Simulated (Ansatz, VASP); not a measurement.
**InSb: VASP beside Ansatz**

```xyz
2
Lattice="0.0000 3.0805 3.0805 3.0805 0.0000 3.0805 3.0805 3.0805 0.0000" Properties=species:S:1:pos:R:3 pbc="T T T"
In    0.0000    0.0000    0.0000
Sb    1.5402    1.5402    1.5402
```

Change from the starting cell: volume scaled by 0.8, LAPW.

Alike in both runs: task single point; functional PBE; k mesh 11 × 11 × 11; occupations fermi-dirac, width 0.1 eV; no spin polarisation.

|  | VASP | Ansatz |
| --- | --- | --- |
| version | VASP 6.6.1 | Ansatz 0.2.0 |
| potentials or method | VASP PAW PBE potentials, release 64 (In_d, Sb), cutoff 520 eV | all-electron LAPW, scalar-relativistic |

```tsv
	VASP	Ansatz	Ansatz less VASP
pressure (GPa)	14.0	14.0	+0.04
```

Ansatz ran all-electron here, and VASP with PAW potentials.

Spin-orbit coupling is off throughout.
